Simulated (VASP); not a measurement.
# Re (P6_3/mmc) in VASP: vibrations by perturbation theory with PBEsol

Aim: the vibrations by perturbation theory of Re with PBEsol.

Program: VASP 6.6.1. These are calculated values, not measurements. Logs are shortened: lines on timing, memory, paths and dates and some standing lists are left out, and cuts for length are marked.

**1. The cell of the first run**

Symmetry: P6_3/mmc, No. 194, hexagonal system. The conventional cell has a = 2.749 Å, b = 2.749 Å, c = 4.449 Å, α = 90.00°, β = 90.00°, γ = 120.00°. Within 3.6 Å of Re (site symmetry -6m2) lie 12 Re at 2.73 to 2.75 Å.

**2. Vibrations by perturbation theory, PBEsol**

Contents of INCAR:

```
SYSTEM = Re
  PREC = Accurate
  ENCUT = 520
  EDIFF = 1E-8
  ISMEAR = 1
  SIGMA = 0.2
  LREAL = .FALSE.
  LASPH = .TRUE.
  NELM = 60
  ALGO = Normal
  ISIF = 2
  LWAVE = .FALSE.
  LCHARG = .TRUE.
  GGA = PS
  NBANDS = 14
  IBRION = 8
  NSW = 1
```

Contents of KPOINTS:

```
regular mesh
0
G
  14 14 8
  0 0 0
```

Contents of POSCAR:

```
Re
1.0
    2.7490289583      0.0000000000      0.0000000000
   -1.3745144791      2.3807289136      0.0000000000
    0.0000000000      0.0000000000      4.4486717779
Re
2
Direct
    0.3333333333      0.6666666667      0.7500000000
    0.6666666667      0.3333333333      0.2500000000
```

Potentials or basis: VASP PAW PBE potentials, release 64 (Re).

Started as:

```
> cat potpaw_PBE.64/Re/POTCAR > POTCAR
> mpirun -np 1 vasp_std > vasp.out
```

OUTCAR:

```text
SYSTEM = Re
   PREC = Accurate
   ENCUT = 520
   EDIFF = 1E-8
   ISMEAR = 1
   LREAL = .FALSE.
   LASPH = .TRUE.
   NELM = 60
   ISIF = 2
   GGA = PS
   IBRION = 8
   NSW = 1

 ion  position               nearest neighbor table
   1  0.333  0.667  0.750-   2 2.73   2 2.73   2 2.73   2 2.73   2 2.73   2 2.73
   2  0.667  0.333  0.250-   1 2.73   1 2.73   1 2.73   1 2.73   1 2.73   1 2.73

  LATTYP: Found a hexagonal cell.
 ALAT       =     2.7490289583
 C/A-ratio  =     1.6182702494

  Lattice vectors:

 A1 = (   2.7490289583,   0.0000000000,   0.0000000000)
 A2 = (  -1.3745144791,   2.3807289136,   0.0000000000)
 A3 = (   0.0000000000,   0.0000000000,   4.4486717779)

Analysis of symmetry for initial positions (statically):
=====================================================================
 Subroutine PRICEL returns:
 Original cell was already a primitive cell.

 Routine SETGRP: Setting up the symmetry group for a
 hexagonal supercell.

 Subroutine GETGRP returns: Found 24 space group operations
 (whereof 12 operations were pure point group operations)
 out of a pool of 24 trial point group operations.

The static configuration has the point symmetry D_3d.
 The point group associated with its full space group is D_6h.

Analysis of symmetry for dynamics (positions and initial velocities):
=====================================================================
 Subroutine PRICEL returns:
 Original cell was already a primitive cell.

 Routine SETGRP: Setting up the symmetry group for a
 hexagonal supercell.

 Subroutine GETGRP returns: Found 24 space group operations
 (whereof 12 operations were pure point group operations)
 out of a pool of 24 trial point group operations.

The dynamic configuration has the point symmetry D_3d.
 The point group associated with its full space group is D_6h.
[... 572 lines left out ...]
  Total        0.0068261      0.0068261     -0.0200638      0.0000000      0.0000000     -0.0000000
  in kB        0.3756335      0.3756335     -1.1040897      0.0000000      0.0000000     -0.0000000
  external PRESSURE =      -0.1176076 kB  Pullay stress =       0.0000000 kB

 VOLUME and BASIS-vectors are now :
 -----------------------------------------------------------------------------
  energy-cutoff  :      520.00
  volume of cell :       29.12
      direct lattice vectors                 reciprocal lattice vectors
     2.749028958  0.000000000  0.000000000     0.363764811  0.210019712  0.000000000
    -1.374514479  2.380728914  0.000000000     0.000000000  0.420039423  0.000000000
     0.000000000  0.000000000  4.448671778     0.000000000  0.000000000  0.224786195

 POSITION                                       TOTAL-FORCE (eV/Angst)
 -----------------------------------------------------------------------------------
     -0.00000      1.58715      3.33650         0.000000      0.000000      0.000000
      1.37451      0.79358      1.11217        -0.000000     -0.000000      0.000000
 -----------------------------------------------------------------------------------
    total drift:                               -0.000000      0.000000     -0.000000

  FREE ENERGIE OF THE ION-ELECTRON SYSTEM (eV)
  ---------------------------------------------------
  free  energy   TOTEN  =       -26.7398079379 eV

  energy  without entropy=      -26.7414772418  energy(sigma->0) =      -26.74036437

[... ionic steps 2 to 3 ...]

--------------------------------------- Ionic step        4  -------------------------------------------

------------------------ aborting loop because EDIFF is reached ----------------------------------------

[... ionic steps 5 to 5 ...]

--------------------------------------- Ionic step        6  -------------------------------------------

 Free energy of the ion-electron system (eV)
  ---------------------------------------------------
  ---------------------------------------------------
  free energy    TOTEN  =        -0.18566678 eV

  energy without entropy =       -0.18566678

------------------------ aborting loop because EDIFF is reached ----------------------------------------

 INTERNAL STRAIN TENSOR  FOR ION    1  DIRECTION 3   (eV/Angst):
 -----------------------------------------------------------------------------
    -0.04304 -0.00000 -0.00000
    -0.00000 -0.04304 -0.00000
    -0.00000 -0.00000  0.08423

 INTERNAL STRAIN TENSOR FOR ION    2 for displacements in x,y,z  (eV/Angst):
          X           Y           Z          XY          YZ          ZX
  --------------------------------------------------------------------------------
  x     0.00000    -0.00000    -0.00000     2.45130     0.00000     0.00000
  y     2.45130    -2.45130     0.00000    -0.00000     0.00000     0.00000
  z     0.00000     0.00000    -0.00000    -0.00000    -0.00000    -0.00000

 SECOND DERIVATIVES (NOT SYMMETRIZED)
 ------------------------------------
               1X          1Y          1Z          2X          2Y          2Z
  1X    -4.978965   -0.000000    0.000000    4.978965    0.000000    0.000000
  1Y    -0.000000   -4.978965    0.000000    0.000000    4.978965    0.000000
  1Z     0.000000    0.000000   -2.843515    0.000000    0.000000    2.843515
  2X     4.978965    0.000000    0.000000   -4.978965   -0.000000    0.000000
  2Y     0.000000    4.978965    0.000000   -0.000000   -4.978965    0.000000
  2Z     0.000000    0.000000    2.843515    0.000000    0.000000   -2.843515

 Eigenvectors and eigenvalues of the dynamical matrix
 ----------------------------------------------------

   1 f  =    3.615241 THz    22.715229 2PiTHz  120.591459 cm-1    14.951429 meV
             X         Y         Z           dx          dy          dz
     -0.000000  1.587153  3.336504    -0.606918   -0.362837    0.000000
      1.374514  0.793576  1.112168     0.606918    0.362837   -0.000000
[... 21 lines left out ...]
   6 f  =    0.000000 THz     0.000000 2PiTHz    0.000001 cm-1     0.000000 meV
             X         Y         Z           dx          dy          dz
     -0.000000  1.587153  3.336504    -0.494965   -0.504843   -0.011986
      1.374514  0.793576  1.112168    -0.494965   -0.504843   -0.011986

--------------------------------------------------------------------------------------------------------

 ELASTIC MODULI CONTR FROM IONIC RELAXATION (kBar)
 Direction    XX          YY          ZZ          XY          YZ          ZX
 --------------------------------------------------------------------------------
 XX         -66.4118     66.4118     -0.0000     -0.0000      0.0000      0.0000
 YY          66.4118    -66.4118      0.0000     -0.0000      0.0000      0.0000
 ZZ          -0.0000      0.0000     -0.0000      0.0000     -0.0000     -0.0000
 XY          -0.0000     -0.0000      0.0000    -66.4118     -0.0000     -0.0000
 YZ           0.0000      0.0000     -0.0000     -0.0000     -0.0000     -0.0000
 ZX           0.0000      0.0000     -0.0000     -0.0000     -0.0000     -0.0000
 --------------------------------------------------------------------------------
```

stdout:

```text
POSCAR found type information on POSCAR Re
 POSCAR found :  1 types and       2 ions
 scaLAPACK will be used
 -----------------------------------------------------------------------------
|                                                                             |
|                                                                             |
|     You enforced a specific xc type in the INCAR file but a different       |
|     I HOPE YOU KNOW WHAT YOU ARE DOING!                                     |
|                                                                             |
 -----------------------------------------------------------------------------

 LDA part: xc-table for (Slater+PW92), standard interpolation
 POSCAR, INCAR and KPOINTS ok, starting setup
 FFT: planning ... GRIDC
 FFT: planning ... GRID_SOFT
 FFT: planning ... GRID
 WAVECAR not read
 entering main loop
 Linear response reoptimize wavefunctions to high precision
 Linear response DOF=           2
 Linear response progress:
 first order change of Fermi-energy  -0.16647E-04
 force on displaced ion       1 direction 1 :  -4.979  -0.001   0.000
 Linear response progress:
 first order change of Fermi-energy   0.11329E-03
 force on displaced ion       1 direction 3 :  -0.000   0.000  -2.844
 Linear response finished
```

Wall time 7.4 min (1 thread of Intel Xeon Platinum 8259CL at 2.50GHz (Skylake/Cascade Lake), shared host); peak memory 0.47 GiB.

What came out:

```
Highest phonon frequency at Γ : 121 cm⁻¹
```

Phonon frequencies in cm⁻¹ (negative: imaginary):
| q point | frequencies |
| --- | --- |
| (0.000, 0.000, 0.000) | 0 0 0 91 121 121 |

Caveat: the PAW data sets were made with another functional, which shifts forces and pressure a little; spin-orbit coupling is left out, which moves the levels of the heavy elements.
